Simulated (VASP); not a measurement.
# TaN (P-62m) in VASP: single point with LDA

Aim: the single point of TaN with LDA.

All numbers are computed with VASP 6.6.1; they aren't measurements. Logs are shortened: lines on timing, memory, paths and dates and some standing lists are left out, and cuts for length are marked.

### 1 The cell of the first run

The structure is hexagonal, space group P-62m (No. 189). The conventional cell has a = 5.149 Å, b = 5.149 Å, c = 2.876 Å, α = 90.00°, β = 90.00°, γ = 120.00°. Ta (site symmetry -62m) has 3 N at 2.03 Å within 2.7 Å. Ta (site symmetry -6) has 6 N at 2.14 Å and 5 Ta at 2.88 to 2.97 Å within 3.0 Å. Within 2.9 Å of N (site symmetry m2m) lie 5 Ta at 2.03 to 2.14 Å and 6 N at 2.74 to 2.88 Å.

### 2 Single point, LDA

INCAR reads:

```
PREC = Accurate ; ENCUT = 600
EDIFF = 1E-6 ; ISMEAR = -1
SIGMA = 0.15 ; LREAL = F
LASPH = T ; NELM = 120
ALGO = Normal ; ISIF = 2
LWAVE = F ; LCHARG = T
LELF = T ; LVHAR = T
NBANDS = 36 ; GGA_COMPAT = F
```

KPOINTS reads:

```
Automatic mesh
0
Gamma
  9 9 12
```

POSCAR reads:

```
TaN
1.0
    5.1489484862      0.0000000000      0.0000000000
   -2.5744742431      4.4591201919      0.0000000000
    0.0000000000      0.0000000000      2.8755105012
Ta N
3 3
Direct
    0.0000000000      0.0000000000      0.0000000000
    0.3333333333      0.6666666667      0.5000000000
    0.6666666667      0.3333333333      0.5000000000
    0.3934019272      0.0000000000      0.0000000000
    0.6065980728      0.6065980728      0.0000000000
    0.0000000000      0.3934019272      0.0000000000
```

Potentials or basis: VASP PAW LDA potentials, release 64 (Ta_sv_GW, N).

Run with:

```
> cat potpaw_LDA.64/Ta_sv_GW/POTCAR potpaw_LDA.64/N/POTCAR > POTCAR
> mpirun -np 1 vasp_std > vasp.out
```

OUTCAR:

```text
PREC = Accurate
   ENCUT = 600
   EDIFF = 1E-6
   ISMEAR = -1
   LREAL = F
   LASPH = T
   NELM = 120
   ISIF = 2

 ion  position               nearest neighbor table
   1  0.000  0.000  0.000-   4 2.03   5 2.03   6 2.03   3 3.30   2 3.30   2 3.30   3 3.30   3 3.30
                             3 3.30   2 3.30   2 3.30   3 3.30   3 3.30   2 3.30   2 3.30
   2  0.333  0.667  0.500-   4 2.14   4 2.14   6 2.14   6 2.14   5 2.14   5 2.14   3 2.97   3 2.97
                             3 2.97   1 3.30   1 3.30   1 3.30   1 3.30   1 3.30   1 3.30
   3  0.667  0.333  0.500-   6 2.14   6 2.14   4 2.14   4 2.14   5 2.14   5 2.14   2 2.97   2 2.97
                             2 2.97   1 3.30   1 3.30   1 3.30   1 3.30   1 3.30   1 3.30
   4  0.393  0.000  0.000-   1 2.03   2 2.14   2 2.14   3 2.14   3 2.14
   5  0.607  0.607  0.000-   1 2.03   2 2.14   2 2.14   3 2.14   3 2.14
   6  0.000  0.393  0.000-   1 2.03   3 2.14   3 2.14   2 2.14   2 2.14

  LATTYP: Found a hexagonal cell.
 ALAT       =     5.1489484862
 C/A-ratio  =     0.5584655797

  Lattice vectors:

 A1 = (   5.1489484862,   0.0000000000,   0.0000000000)
 A2 = (  -2.5744742431,   4.4591201919,   0.0000000000)
 A3 = (   0.0000000000,   0.0000000000,   2.8755105012)

Analysis of symmetry for initial positions (statically):
=====================================================================
 Subroutine PRICEL returns:
 Original cell was already a primitive cell.

 Routine SETGRP: Setting up the symmetry group for a
 hexagonal supercell.

 Subroutine GETGRP returns: Found 12 space group operations
 (whereof 12 operations were pure point group operations)
 out of a pool of 24 trial point group operations.

The static configuration has the point symmetry D_3h.

Analysis of symmetry for dynamics (positions and initial velocities):
=====================================================================
 Subroutine PRICEL returns:
 Original cell was already a primitive cell.

 Routine SETGRP: Setting up the symmetry group for a
 hexagonal supercell.

 Subroutine GETGRP returns: Found 12 space group operations
 (whereof 12 operations were pure point group operations)
 out of a pool of 24 trial point group operations.

The dynamic configuration has the point symmetry D_3h.

 Subroutine INISYM returns: Found 12 space group operations
 (whereof 12 operations are pure point group operations),
 and found     1 'primitive' translations

----------------------------------------------------------------------------------------

                                     Primitive cell

  volume of cell :      66.0211

  direct lattice vectors                    reciprocal lattice vectors
     5.148948486  0.000000000  0.000000000     0.194214411  0.112129743  0.000000000
    -2.574474243  4.459120192  0.000000000     0.000000000  0.224259485  0.000000000
     0.000000000  0.000000000  2.875510501     0.000000000  0.000000000  0.347764336

  length of vectors
     5.148948486  5.148948486  2.875510501     0.224259485  0.224259485  0.347764336

  position of ions in fractional coordinates (direct lattice)
     0.000000000  0.000000000  0.000000000
     0.333333333  0.666666667  0.500000000
     0.666666667  0.333333333  0.500000000
     0.393401927  0.000000000  0.000000000
     0.606598073  0.606598073  0.000000000
     0.000000000  0.393401927  0.000000000

  ion indices of the primitive-cell ions
   primitive index   ion index
                 1           1
                 2           2
                 3           3
                 4           4
                 5           5
                 6           6

----------------------------------------------------------------------------------------

 KPOINTS: Automatic mesh

Automatic generation of k-mesh.
 Grid dimensions read from file:
 generate k-points for:    9    9   12

 Generating k-lattice:

  Cartesian coordinates                     Fractional coordinates (reciprocal lattice)
     0.021579379  0.012458860  0.000000000     0.111111111  0.000000000  0.000000000
     0.000000000  0.024917721  0.000000000     0.000000000  0.111111111  0.000000000
     0.000000000  0.000000000  0.028980361     0.000000000  0.000000000  0.083333333

  Length of vectors
     0.024917721  0.024917721  0.028980361

  Shift w.r.t. Gamma in fractional coordinates (k-lattice)
     0.000000000  0.000000000  0.000000000

 Subroutine IBZKPT returns following result:
 ===========================================

 Found     84 irreducible k-points:

 Following reciprocal coordinates:
            Coordinates               Weight
  0.000000  0.000000  0.000000      1.000000
  0.111111  0.000000  0.000000      6.000000
  0.222222  0.000000  0.000000      6.000000
  0.333333  0.000000  0.000000      6.000000
  0.444444  0.000000  0.000000      6.000000
  0.111111  0.111111  0.000000      6.000000
[... 16 lines left out ...]
  0.333333  0.222222  0.083333     24.000000
  0.333333  0.333333  0.083333      4.000000
 [... further k-points ...]
   k-points           NKPTS =     84   k-points in BZ     NKDIM =     84   number of bands    NBANDS=     36
   number of dos      NEDOS =    301   number of ions     NIONS =      6
   total plane-waves  NPLWV =  42336
   dimension x,y,z NGX =    42 NGY =   42 NGZ =   24
   dimension x,y,z NGXF=    84 NGYF=   84 NGZF=   48
   ions per type =               3   3
   NGX,Y,Z   is equivalent  to a cutoff of  13.56, 13.56, 13.88 a.u.
   NGXF,Y,Z  is equivalent  to a cutoff of  27.12, 27.12, 27.75 a.u.
 SYSTEM =  unknown system
   PREC   = accura    normal or accurate (medium, high low for compatibility)
   ISTART =      0    job   : 0-new  1-cont  2-samecut
   ICHARG =      2    charge: 1-file 2-atom 10-const
   ISPIN  =      1    spin polarized calculation?
   LNONCOLLINEAR =      F non collinear calculations
   LSORBIT =      F    spin-orbit coupling
   LASPH  =      T    aspherical Exc in radial PAW
   ENCUT  =  600.0 eV  44.10 Ry    6.64 a.u.  10.28 10.28  5.74*2*pi/ulx,y,z
   NELM   =    120;   NELMIN=  2; NELMDL= -5     # of ELM steps
   EDIFF  = 0.1E-05   stopping-criterion for ELM
   LREAL  =      F    real-space projection
   EDIFFG = 0.1E-04   stopping-criterion for IOM
   NSW    =      0    number of steps for IOM
   IBRION =     -1    ionic relax: 0-MD 1-quasi-New 2-CG
   NFREE  =      0    steps in history (QN), initial steepest desc. (CG)
   ISIF   =      2    stress and relaxation
   ISYM   =      2    0-nonsym 1-usesym 2-fastsym
   POTIM  = 0.5000    time-step for ionic-motion
   TEBEG  =    0.0;   TEEND  =   0.0 temperature during run
   PSTRESS=    0.0 pullay stress
   NELECT =      54.0000    total number of electrons
   NUPDOWN=      -1.0000    fix difference up-down
   EMIN   =  10.00;   EMAX   =-10.00  energy-range for DOS
   EFERMI =   0.00;   METHOD = LEGACY
   ISMEAR =    -1;   SIGMA  =   0.15  broadening in eV -4-tet -1-fermi 0-gaus
   EFERMI_NEDOS =   21; number of points for ismear=-14 and -15
   IALGO  =     38    algorithm
   IMIX   =      4    mixing-type and parameters
     AMIX     =   0.40;   BMIX     =  1.00
     AMIX_MAG =   1.60;   BMIX_MAG =  1.00
  volume/ion in A,a.u.               =      11.00        74.26
  Fermi-wavevector in a.u.,A,eV,Ry     =   1.531012  2.893193 31.892015  2.343997
  Thomas-Fermi vector in A             =   2.638415
   LORBIT       =      0    0 simple, 1 ext, 2 COOP (PROOUT), +10 PAW based schemes
   GGA     = CA    functional components
   LHFCALC =     F    Hartree Fock is set to
   AEXX    =    0.0000 exact exchange contribution
   IVDW    =     0    specifies the selected vdW correction
   LEPSILON=     F    determine dielectric tensor
   LRPA    =     F    only Hartree local field effects (RPA)
 non-spin polarized calculation
  energy-cutoff  :      600.00
  volume of cell :       66.02
 maximum number of plane-waves:      2237
 NGX is ok and might be reduce to    42
   NGX = 21   NGY = 21   NGZ = 11

 number of electron      53.9999999 magnetization

 Free energy of the ion-electron system (eV)
  ---------------------------------------------------
  ext. energy  EPLUGINS =         0.00000000
  ---------------------------------------------------
  free energy    TOTEN  =       -81.70929421 eV

  energy without entropy =      -81.65896406  energy(sigma->0) =      -81.68412914

 E-fermi :  12.4732     XC(G=0): -13.7887

 val. band max:       12.4187591745   @ k =   0.2222   0.0000   0.1667
 cond. band min:      12.5085381173   @ k =   0.1111   0.1111   0.0833
 fundamental gap:      0.0897789428
 Fermi energy:        12.4732448812

 k-point     1 :       0.0000    0.0000    0.0000
  band No.  band energies     occupation
      1     -56.4829      2.00000
      2     -56.4301      2.00000
      3     -55.8591      2.00000
      4     -23.5538      2.00000
      5     -23.5538      2.00000
      6     -23.1721      2.00000
[... 28 lines left out ...]
     35      15.7485      0.00000
     36      15.7485      0.00000

 k-point     2 :       0.1111    0.0000    0.0000
  band No.  band energies     occupation
      1     -56.4814      2.00000
      2     -56.4314      2.00000
      3     -55.8591      2.00000
      4     -23.5674      2.00000
      5     -23.5523      2.00000
      6     -23.1558      2.00000
[... 28 lines left out ...]
     35      15.7025      0.00000
     36      15.8474      0.00000

 k-point     3 :       0.2222    0.0000    0.0000
  band No.  band energies     occupation
      1     -56.4773      2.00000
      2     -56.4354      2.00000
      3     -55.8592      2.00000
      4     -23.5979      2.00000
      5     -23.5376      2.00000
      6     -23.1332      2.00000
[... 28 lines left out ...]
     35      16.1054      0.00000
     36      16.1589      0.00000

 k-point     4 :       0.3333    0.0000    0.0000
  band No.  band energies     occupation
      1     -56.4714      2.00000
      2     -56.4411      2.00000
      3     -55.8594      2.00000
      4     -23.6278      2.00000
      5     -23.4968      2.00000
      6     -23.1559      2.00000
[... 28 lines left out ...]
     35      16.4356      0.00000
     36      16.5218      0.00000

 k-point     5 :       0.4444    0.0000    0.0000
  band No.  band energies     occupation
      1     -56.4659      2.00000
      2     -56.4465      2.00000
      3     -55.8595      2.00000
      4     -23.6454      2.00000
      5     -23.4428      2.00000
      6     -23.2161      2.00000
[... 655 lines left out ...]
 k-point    22 :       0.2222    0.2222    0.0833
  band No.  band energies     occupation
      1     -56.4644      2.00000
      2     -56.4409      2.00000
      3     -55.8563      2.00000
      4     -23.5992      2.00000
      5     -23.4811      2.00000
      6     -23.1971      2.00000
[... 28 lines left out ...]
     35      16.2282      0.00000
     36      16.4879      0.00000

 k-point    23 :       0.3333    0.2222    0.0833
  band No.  band energies     occupation
      1     -56.4586      2.00000
      2     -56.4467      2.00000
      3     -55.8564      2.00000
      4     -23.6009      2.00000
      5     -23.4273      2.00000
      6     -23.2794      2.00000
[... 28 lines left out ...]
     35      16.3372      0.00000
     36      16.6220      0.00000

 k-point    24 :       0.3333    0.3333    0.0833
  band No.  band energies     occupation
      1     -56.4526      2.00000
      2     -56.4526      2.00000
      3     -55.8565      2.00000
      4     -23.5920      2.00000
      5     -23.3656      2.00000
      6     -23.3656      2.00000
[... 28 lines left out ...]
     35      16.3668      0.00000
     36      16.3668      0.00000

 [... further k-points ...]

------------------------ aborting loop because EDIFF is reached ----------------------------------------

  FORCE on cell =-STRESS in cart. coord.  units (eV):
  Direction    XX          YY          ZZ          XY          YZ          ZX
  --------------------------------------------------------------------------------------
  -------------------------------------------------------------------------------------
  Total        0.4984217      0.4984217      0.5094374      0.0000000      0.0000000      0.0000000
  in kB       12.0955272     12.0955272     12.3628537      0.0000000      0.0000000      0.0000000
  external PRESSURE =      12.1846360 kB  Pullay stress =       0.0000000 kB

 VOLUME and BASIS-vectors are now :
 -----------------------------------------------------------------------------
  energy-cutoff  :      600.00
  volume of cell :       66.02
      direct lattice vectors                 reciprocal lattice vectors
     5.148948486  0.000000000  0.000000000     0.194214411  0.112129743  0.000000000
    -2.574474243  4.459120192  0.000000000     0.000000000  0.224259485  0.000000000
     0.000000000  0.000000000  2.875510501     0.000000000  0.000000000  0.347764336

 POSITION                                       TOTAL-FORCE (eV/Angst)
 -----------------------------------------------------------------------------------
      0.00000      0.00000      0.00000         0.000000      0.000000     -0.000000
     -0.00000      2.97275      1.43776         0.000000      0.000000     -0.000000
      2.57447      1.48637      1.43776         0.000000      0.000000     -0.000000
      2.02561      0.00000      0.00000         0.009521      0.000000      0.000000
      1.56167      2.70489      0.00000        -0.004760     -0.008245      0.000000
     -1.01280      1.75423      0.00000        -0.004760      0.008245     -0.000000
 -----------------------------------------------------------------------------------
    total drift:                                0.000000      0.000001     -0.000000

  FREE ENERGIE OF THE ION-ELECTRON SYSTEM (eV)
  ---------------------------------------------------
  free  energy   TOTEN  =       -81.7092942139 eV

  energy  without entropy=      -81.6589640595  energy(sigma->0) =      -81.68412914
```

It took 4.2 min on 1 thread of AMD EPYC 7R13 (Zen 3), shared host; peak memory 0.28 GiB.

Results:

| Item | Value |
| --- | --- |
| Free energy | -81.7093 eV |
| Pressure | 1.2 GPa |
| Largest force | 0.010 eV/Å |
| Band gap on the k mesh | zero (bands 27 and 28 overlap by 3.27 eV) |

Forces on the atoms (eV/Å):
```
Ta   0.000  0.000  0.000
Ta   0.000  0.000  0.000
Ta   0.000  0.000  0.000
N    0.010  0.000  0.000
N   -0.005 -0.008  0.000
N   -0.005  0.008  0.000
```

Levels at points of the mesh, in eV from the Fermi level:
```tsv
k point	band 24	band 25	band 26	band 27	band 28	band 29	band 30	band 31
(0.00, 0.00, 0.00)	-4.32	-3.33	-1.99	-0.98	-0.98	0.57	0.57	1.85
(0.00, 0.00, 0.50)	-4.36	-2.96	-2.96	1.94	1.94	2.12	2.25	2.25
```

Caveat: spin-orbit coupling is left out, which moves the levels of the heavy elements.
